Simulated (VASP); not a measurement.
# VSeS3 (Pm-3m) in VASP: further runs

The runs below take VSeS3 through single point, relaxation of cell and atoms, with PBE.

Everything below comes from runs of VASP 6.6.1. Logs are shortened: lines on timing, memory, paths and dates and some standing lists are left out, and cuts for length are marked.

### 1 The cell of the first run

The structure is cubic, space group Pm-3m (No. 221). Conventional cell: a = 4.557 Å, b = 4.557 Å, c = 4.557 Å, α = 90.00°, β = 90.00°, γ = 90.00°. Within 3.0 Å of V (site symmetry m-3m) lie 6 S at 2.28 Å. Within 4.2 Å of Se (site symmetry m-3m) lie 12 S at 3.22 Å and 8 V at 3.95 Å. Within 3.0 Å of S (site symmetry 4/mmm) lie 2 V at 2.28 Å.

The cell was generated, and may not be a known phase.

### 2 Single point, PBE

The input, INCAR:

```
PREC     = Accurate       # precision mode
ENCUT    = 500            # plane-wave cutoff, eV
EDIFF    = 1E-6           # SCF threshold, eV
ISMEAR   = 0              # smearing method
SIGMA    = 0.1            # smearing width, eV
LREAL    = False          # projectors in reciprocal space
LASPH    = True           # aspherical terms in the spheres
NELM     = 120            # most SCF steps
ALGO     = Normal         # electronic algorithm
ISIF     = 2              # what is computed and relaxed
LWAVE    = False          # write WAVECAR
LCHARG   = True           # write CHGCAR
GGA      = PE             # functional
LELF     = True           # ELF
LVHAR    = True         
NBANDS   = 26             # bands
GGA_COMPAT= False
```

The input, KPOINTS:

```
Automatic mesh
0
Gamma
  8 8 8
```

The input, POSCAR:

```
VSeS3
1.0
    4.5570979734      0.0000000000      0.0000000000
    0.0000000000      4.5570979734      0.0000000000
    0.0000000000      0.0000000000      4.5570979734
V Se S
1 1 3
Direct
    0.0000000000      0.0000000000      0.0000000000
    0.5000000000      0.5000000000      0.5000000000
    0.5000000000      0.0000000000      0.0000000000
    0.0000000000      0.5000000000      0.0000000000
    0.0000000000      0.0000000000      0.5000000000
```

Potentials or basis: VASP PAW PBE potentials, release 64 (V_sv, Se, S).

Started as:

```
$ cat potpaw_PBE.64/V_sv/POTCAR potpaw_PBE.64/Se/POTCAR potpaw_PBE.64/S/POTCAR > POTCAR
$ mpirun -np 1 vasp_std > vasp.out
```

OUTCAR:

```text
PREC = Accurate
   ENCUT = 500
   EDIFF = 1E-6
   ISMEAR = 0
   LREAL = False
   LASPH = True
   NELM = 120
   ISIF = 2
   GGA = PE

 ion  position               nearest neighbor table
   1  0.000  0.000  0.000-   3 2.28   4 2.28   5 2.28   5 2.28   4 2.28   3 2.28
   2  0.500  0.500  0.500-
   3  0.500  0.000  0.000-   1 2.28   1 2.28
   4  0.000  0.500  0.000-   1 2.28   1 2.28
   5  0.000  0.000  0.500-   1 2.28   1 2.28

  LATTYP: Found a simple cubic cell.
 ALAT       =     4.5570979734

  Lattice vectors:

 A1 = (   4.5570979734,   0.0000000000,   0.0000000000)
 A2 = (   0.0000000000,   4.5570979734,   0.0000000000)
 A3 = (   0.0000000000,   0.0000000000,   4.5570979734)

Analysis of symmetry for initial positions (statically):
=====================================================================
 Subroutine PRICEL returns:
 Original cell was already a primitive cell.

 Routine SETGRP: Setting up the symmetry group for a
 simple cubic supercell.

 Subroutine GETGRP returns: Found 48 space group operations
 (whereof 48 operations were pure point group operations)
 out of a pool of 48 trial point group operations.

The static configuration has the point symmetry O_h .

Analysis of symmetry for dynamics (positions and initial velocities):
=====================================================================
 Subroutine PRICEL returns:
 Original cell was already a primitive cell.

 Routine SETGRP: Setting up the symmetry group for a
 simple cubic supercell.

 Subroutine GETGRP returns: Found 48 space group operations
 (whereof 48 operations were pure point group operations)
 out of a pool of 48 trial point group operations.

The dynamic configuration has the point symmetry O_h .

 Subroutine INISYM returns: Found 48 space group operations
 (whereof 48 operations are pure point group operations),
 and found     1 'primitive' translations

----------------------------------------------------------------------------------------

                                     Primitive cell

  volume of cell :      94.6379

  direct lattice vectors                    reciprocal lattice vectors
     4.557097973  0.000000000  0.000000000     0.219437898  0.000000000  0.000000000
     0.000000000  4.557097973  0.000000000     0.000000000  0.219437898  0.000000000
[... 84 lines left out ...]
   ICHARG =      2    charge: 1-file 2-atom 10-const
   ISPIN  =      1    spin polarized calculation?
   LNONCOLLINEAR =      F non collinear calculations
   LSORBIT =      F    spin-orbit coupling
   LASPH  =      T    aspherical Exc in radial PAW
   ENCUT  =  500.0 eV  36.75 Ry    6.06 a.u.   8.31  8.31  8.31*2*pi/ulx,y,z
   NELM   =    120;   NELMIN=  2; NELMDL= -5     # of ELM steps
   EDIFF  = 0.1E-05   stopping-criterion for ELM
   LREAL  =      F    real-space projection
   EDIFFG = 0.1E-04   stopping-criterion for IOM
   NSW    =      0    number of steps for IOM
   IBRION =     -1    ionic relax: 0-MD 1-quasi-New 2-CG
   NFREE  =      0    steps in history (QN), initial steepest desc. (CG)
   ISIF   =      2    stress and relaxation
   ISYM   =      2    0-nonsym 1-usesym 2-fastsym
   POTIM  = 0.5000    time-step for ionic-motion
   TEBEG  =    0.0;   TEEND  =   0.0 temperature during run
   PSTRESS=    0.0 pullay stress
   NELECT =      37.0000    total number of electrons
   NUPDOWN=      -1.0000    fix difference up-down
   EMIN   =  10.00;   EMAX   =-10.00  energy-range for DOS
   EFERMI =   0.00;   METHOD = LEGACY
   ISMEAR =     0;   SIGMA  =   0.10  broadening in eV -4-tet -1-fermi 0-gaus
   EFERMI_NEDOS =   21; number of points for ismear=-14 and -15
   IALGO  =     38    algorithm
   IMIX   =      4    mixing-type and parameters
     AMIX     =   0.40;   BMIX     =  1.00
     AMIX_MAG =   1.60;   BMIX_MAG =  1.00
  volume/ion in A,a.u.               =      18.93       127.73
  Fermi-wavevector in a.u.,A,eV,Ry     =   1.197072  2.262139 19.496904  1.432982
  Thomas-Fermi vector in A             =   2.332996
   LORBIT       =      0    0 simple, 1 ext, 2 COOP (PROOUT), +10 PAW based schemes
   GGA     = PE    functional components
   LHFCALC =     F    Hartree Fock is set to
   AEXX    =    0.0000 exact exchange contribution
   IVDW    =     0    specifies the selected vdW correction
   LEPSILON=     F    determine dielectric tensor
   LRPA    =     F    only Hartree local field effects (RPA)
 non-spin polarized calculation
 Gauss-broadening in eV      SIGMA  =   0.10
  energy-cutoff  :      500.00
  volume of cell :       94.64
 maximum number of plane-waves:      2469
 NGX is ok and might be reduce to    36
   NGX = 17   NGY = 17   NGZ = 17

 number of electron      36.9999989 magnetization

 Free energy of the ion-electron system (eV)
  ---------------------------------------------------
  ext. energy  EPLUGINS =         0.00000000
  ---------------------------------------------------
  free energy    TOTEN  =       -24.09288827 eV

  energy without entropy =      -24.06029816  energy(sigma->0) =      -24.07659322

 E-fermi :   5.1843     XC(G=0): -10.3738

 val. band max:        5.1695456471   @ k =   0.3750   0.0000   0.0000
 cond. band min:       5.1857202409   @ k =   0.5000   0.5000   0.5000
 fundamental gap:      0.0161745938
 Fermi energy:         5.1843404377

 k-point     1 :       0.0000    0.0000    0.0000
  band No.  band energies     occupation
      1     -59.5127      2.00000
      2     -33.3838      2.00000
      3     -33.3838      2.00000
      4     -33.3838      2.00000
      5      -9.3147      2.00000
      6      -6.8526      2.00000
[... 685 lines left out ...]
     25      10.2900      0.00000
     26      13.5643      0.00000

 [... further k-points ...]
[... 5 lines left out ...]
  --------------------------------------------------------------------------------------
  -------------------------------------------------------------------------------------
  Total        0.0026073      0.0026073      0.0026073     -0.0000000      0.0000000     -0.0000000
  in kB        0.0441403      0.0441403      0.0441403     -0.0000000      0.0000000     -0.0000000
  external PRESSURE =       0.0441403 kB  Pullay stress =       0.0000000 kB

 VOLUME and BASIS-vectors are now :
 -----------------------------------------------------------------------------
  energy-cutoff  :      500.00
  volume of cell :       94.64
      direct lattice vectors                 reciprocal lattice vectors
     4.557097973  0.000000000  0.000000000     0.219437898  0.000000000  0.000000000
     0.000000000  4.557097973  0.000000000     0.000000000  0.219437898  0.000000000
     0.000000000  0.000000000  4.557097973     0.000000000  0.000000000  0.219437898

 POSITION                                       TOTAL-FORCE (eV/Angst)
 -----------------------------------------------------------------------------------
      0.00000      0.00000      0.00000         0.000000      0.000000      0.000000
      2.27855      2.27855      2.27855         0.000000      0.000000      0.000000
      2.27855      0.00000      0.00000         0.000000      0.000000      0.000000
      0.00000      2.27855      0.00000         0.000000      0.000000      0.000000
      0.00000      0.00000      2.27855         0.000000      0.000000      0.000000
 -----------------------------------------------------------------------------------
    total drift:                               -0.000000      0.000000     -0.000000

  FREE ENERGIE OF THE ION-ELECTRON SYSTEM (eV)
  ---------------------------------------------------
  free  energy   TOTEN  =       -24.0928882657 eV

  energy  without entropy=      -24.0602981643  energy(sigma->0) =      -24.07659322
```

Wall time 2.6 min (1 thread of Intel Xeon 8259CL, shared host); peak memory 0.22 GiB.

What came out:

```
Free energy            : -24.0929 eV
Pressure               : 0.0 GPa
Band gap on the k mesh : zero (an odd number of electrons rules out a gap without spin polarisation)
```

Levels at points of the mesh, in eV from the Fermi level:
```
           k point  band 16  band 17  band 18  band 19  band 20  band 21
(0.00, 0.00, 0.00)    -1.23    -1.23    -0.64    -0.64    -0.64     0.83
(0.50, 0.00, 0.00)    -1.17    -0.66    -0.66    -0.59    -0.23    -0.23
(0.50, 0.50, 0.00)    -3.01    -1.29     0.32     0.96     0.96     1.43
(0.50, 0.50, 0.50)     0.00     0.00     0.38     0.38     0.38     2.56
```

Caveat: an odd number of electrons without spin polarisation forces a metal; a magnetic or distorted state may lie lower; the run has no spin polarisation, though such a crystal can be magnetic. With open d or f shells a metallic result of PBE can be an artefact of self-interaction; +U or a hybrid may open a gap.

### 3 Single point, PBE, collinear spin, ferromagnetic start

This run uses another cell than the first one, of 18.29 Å³/atom.

The input, INCAR:

```
SYSTEM = VSeS3
PREC = Accurate
ENCUT = 500
EDIFF = 1E-6
ISMEAR = 0
SIGMA = 0.1
LREAL = .FALSE.
LASPH = .TRUE.
NELM = 200
ALGO = Normal
ISIF = 2
LWAVE = .FALSE.
LCHARG = .TRUE.
ISPIN = 2
MAGMOM = 2 0 0 0 0
LORBIT = 11
LMAXMIX = 4
GGA = PE
LELF = .TRUE.
LVHAR = .TRUE.
NBANDS = 30
GGA_COMPAT = .FALSE.
```

The input, KPOINTS:

```
Automatic mesh
0
G
  4 4 4
  0 0 0
```

Changes to POSCAR since step 2:

```diff
@@ -2,5 +2,5 @@
 1.0
-    4.5570979734      0.0000000000      0.0000000000
-    0.0000000000      4.5570979734      0.0000000000
-    0.0000000000      0.0000000000      4.5570979734
+    4.5050893300      0.0000000000      0.0000000000
+    0.0000000000      4.5050893300      0.0000000000
+    0.0000000000      0.0000000000      4.5050893300
 V Se S
```

Potentials or basis: VASP PAW PBE potentials, release 64 (V_sv, Se, S).

Started as:

```
$ cat potpaw_PBE.64/V_sv/POTCAR potpaw_PBE.64/Se/POTCAR potpaw_PBE.64/S/POTCAR > POTCAR
$ mpirun -np 1 vasp_std > vasp.out
```

OUTCAR:

```text
SYSTEM = VSeS3
   PREC = Accurate
   ENCUT = 500
   EDIFF = 1E-6
   ISMEAR = 0
   LREAL = .FALSE.
   LASPH = .TRUE.
   NELM = 200
   ISIF = 2
   ISPIN = 2
   LORBIT = 11
   GGA = PE

 ion  position               nearest neighbor table
   1  0.000  0.000  0.000-   3 2.25   4 2.25   5 2.25   5 2.25   4 2.25   3 2.25
   2  0.500  0.500  0.500-
   3  0.500  0.000  0.000-   1 2.25   1 2.25
   4  0.000  0.500  0.000-   1 2.25   1 2.25
   5  0.000  0.000  0.500-   1 2.25   1 2.25

  LATTYP: Found a simple cubic cell.
 ALAT       =     4.5050893300

  Lattice vectors:

 A1 = (   4.5050893300,   0.0000000000,   0.0000000000)
 A2 = (   0.0000000000,   4.5050893300,   0.0000000000)
 A3 = (   0.0000000000,   0.0000000000,   4.5050893300)

Analysis of symmetry for initial positions (statically):
[... 854 lines left out ...]

  FORCE on cell =-STRESS in cart. coord.  units (eV):
  Direction    XX          YY          ZZ          XY          YZ          ZX
  --------------------------------------------------------------------------------------
  -------------------------------------------------------------------------------------
  Total        1.6415971      1.6415971      1.6415971      0.0000000      0.0000000     -0.0000000
  in kB       28.7651696     28.7651696     28.7651696      0.0000000      0.0000000     -0.0000000
  external PRESSURE =      28.7651696 kB  Pullay stress =       0.0000000 kB

 VOLUME and BASIS-vectors are now :
 -----------------------------------------------------------------------------
  energy-cutoff  :      500.00
  volume of cell :       91.43
      direct lattice vectors                 reciprocal lattice vectors
     4.505089330  0.000000000  0.000000000     0.221971181  0.000000000  0.000000000
     0.000000000  4.505089330  0.000000000     0.000000000  0.221971181  0.000000000
     0.000000000  0.000000000  4.505089330     0.000000000  0.000000000  0.221971181

 POSITION                                       TOTAL-FORCE (eV/Angst)
 -----------------------------------------------------------------------------------
      0.00000      0.00000      0.00000         0.000000      0.000000      0.000000
      2.25254      2.25254      2.25254         0.000000      0.000000      0.000000
      2.25254      0.00000      0.00000         0.000000      0.000000      0.000000
      0.00000      2.25254      0.00000         0.000000      0.000000      0.000000
      0.00000      0.00000      2.25254         0.000000      0.000000      0.000000
 -----------------------------------------------------------------------------------
    total drift:                               -0.000000      0.000000     -0.000000

  FREE ENERGIE OF THE ION-ELECTRON SYSTEM (eV)
  ---------------------------------------------------
  free  energy   TOTEN  =       -24.1560069565 eV

  energy  without entropy=      -24.1288355977  energy(sigma->0) =      -24.14242128

 total charge

# of ion       s       p       d       tot
------------------------------------------
    1        2.272   6.290   3.153  11.716
    2        1.525   2.024   0.022   3.571
    3        1.376   2.281   0.000   3.657
    4        1.376   2.281   0.000   3.657
    5        1.376   2.281   0.000   3.657
--------------------------------------------------
tot          7.925  15.157   3.176  26.257

 magnetization (x)

# of ion       s       p       d       tot
------------------------------------------
    1       -0.000  -0.000  -0.000  -0.000
    2       -0.000  -0.000  -0.000  -0.000
    3        0.000   0.000   0.000   0.000
    4        0.000   0.000   0.000   0.000
    5        0.000   0.000   0.000   0.000
--------------------------------------------------
tot         -0.000  -0.000  -0.000  -0.000
```

OSZICAR:

```text
N       E                     dE             d eps       ncg     rms          rms(c)
DAV:   1     0.279634899916E+03    0.27963E+03   -0.16670E+04  1256   0.111E+03
DAV:   2    -0.867035487319E+01   -0.28831E+03   -0.27708E+03  1330   0.291E+02
DAV:   3    -0.272924162091E+02   -0.18622E+02   -0.18310E+02  1484   0.749E+01
DAV:   4    -0.275917196886E+02   -0.29930E+00   -0.29855E+00  1390   0.100E+01
DAV:   5    -0.275969891896E+02   -0.52695E-02   -0.52684E-02  1464   0.136E+00    0.301E+01
DAV:   6    -0.379473412801E+02   -0.10350E+02   -0.13201E+02  1272   0.480E+01    0.409E+01
DAV:   7    -0.251750075991E+02    0.12772E+02   -0.61657E+01  1320   0.694E+01    0.147E+01
DAV:   8    -0.243801625067E+02    0.79485E+00   -0.54599E+00  1330   0.978E+00    0.699E+00
DAV:   9    -0.241706547499E+02    0.20951E+00   -0.72370E-01  1322   0.578E+00    0.168E+00
DAV:  10    -0.241585763622E+02    0.12078E-01   -0.88404E-02  1356   0.155E+00    0.818E-01
DAV:  11    -0.241559599495E+02    0.26164E-02   -0.11579E-02  1386   0.620E-01    0.364E-01
DAV:  12    -0.241559722030E+02   -0.12254E-04   -0.10800E-03  1406   0.215E-01    0.184E-01
DAV:  13    -0.241560408664E+02   -0.68663E-04   -0.21482E-04  1388   0.886E-02    0.903E-02
DAV:  14    -0.241560058681E+02    0.34998E-04   -0.27434E-04  1352   0.105E-01    0.287E-02
DAV:  15    -0.241560097092E+02   -0.38411E-05   -0.81286E-06  1330   0.158E-02    0.231E-02
DAV:  16    -0.241560070306E+02    0.26786E-05   -0.58734E-06  1268   0.159E-02    0.775E-03
DAV:  17    -0.241560069565E+02    0.74082E-07   -0.13567E-06   862   0.843E-03
   1 F= -.24156007E+02 E0= -.24142421E+02  d E =-.271714E-01  mag=    -0.0006
```

stdout:

```text
POSCAR found type information on POSCAR V SeS
 POSCAR found :  3 types and       5 ions
 scaLAPACK will be used
 LDA part: xc-table for (Slater+PW92), standard interpolation
 POSCAR, INCAR and KPOINTS ok, starting setup
 FFT: planning ... GRIDC
 FFT: planning ... GRID_SOFT
 FFT: planning ... GRID
 WAVECAR not read
 entering main loop
```

It took 2.5 min on 1 thread of Intel Xeon 8259CL, shared host; peak memory 0.23 GiB.

What came out:

| Property | Result |
| --- | --- |
| Free energy | -24.1560 eV |
| Pressure | 2.9 GPa |
| Net moment | 0.00 μB per cell |
| Valence electrons inside the program's atomic spheres | V 11.72; Se 3.57; S 3.66 |

Caveat: the moments typed at the start vanished in this run.

[end of part 1 of 2]

The gap in the log of VASP goes by the Fermi energy; the results here count the filled bands.